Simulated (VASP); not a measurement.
Write the native input for VASP 6.6.1 that does the following.

```yaml
Task: single point
Functional: PBEsol
Potentials_or_basis: VASP PAW PBE potentials, release 64 (Ti_sv, Al)
Cutoff: 520 eV
k_mesh: 8 × 8 × 2
Occupations: gaussian, width 0.1 eV
Spin: no spin polarisation
Dipole_correction: no
Further_INCAR_settings: LREAL = Auto; ALGO = Fast; EDIFF = 1e-06; NBANDS = 56
```

The structure of TiAl3 lies in POSCAR:

```
TiAl3
1.0
    3.9483448106      0.0000000000      0.0000000000
    0.0000000000      3.9483448106      0.0000000000
    0.0000000000      0.0000000000     15.7933792422
Ti Al
4 12
Direct
    0.0000000000      0.0000000000      0.0000000000
    0.0000000000      0.0000000000      0.2500000000
    0.5000000000      0.5000000000      0.5000000000
    0.5000000000      0.5000000000      0.7500000000
    0.5000000000      0.5000000000      0.0000000000
    0.5000000000      0.0000000000      0.1250000000
    0.0000000000      0.5000000000      0.1250000000
    0.5000000000      0.5000000000      0.2500000000
    0.5000000000      0.0000000000      0.3750000000
    0.0000000000      0.5000000000      0.3750000000
    0.0000000000      0.0000000000      0.5000000000
    0.5000000000      0.0000000000      0.6250000000
    0.0000000000      0.5000000000      0.6250000000
    0.0000000000      0.0000000000      0.7500000000
    0.5000000000      0.0000000000      0.8750000000
    0.0000000000      0.5000000000      0.8750000000
```

These files were run (other wordings do the same):

INCAR

```
SYSTEM = TiAl3
  ALGO = Fast
  EDIFF = 1E-6
  ENCUT = 520
  GGA = PS
  ISIF = 2
  ISMEAR = 0
  LASPH = .True.
  LCHARG = .True.
  LELF = .True.
  LREAL = Auto
  LVHAR = .True.
  LWAVE = .False.
  NBANDS = 56
  NELM = 60
  PREC = Accurate
  SIGMA = 0.1
```

KPOINTS

```
k-points
0
Gamma
  8 8 2
  0 0 0
```

Potentials or basis: VASP PAW PBE potentials, release 64 (Ti_sv, Al).

The run is started by

```sh
$ cat potpaw_PBE.64/Ti_sv/POTCAR potpaw_PBE.64/Al/POTCAR > POTCAR
$ mpirun -np 1 vasp_std > vasp.out
```

Results of the run:

| Item | Value |
| --- | --- |
| Pressure | 0.8 GPa |
| Largest force | 1.395 eV/Å |
| Band gap on the k mesh | zero (bands 42 and 43 overlap by 1.36 eV) |

Caveat: the PAW data sets were made with another functional, which shifts forces and pressure a little.

Run time: 50 min on 1 thread of Intel(R) Xeon(R) 6975P-C (Granite Rapids), with other jobs on the host, peak memory 0.47 GiB.
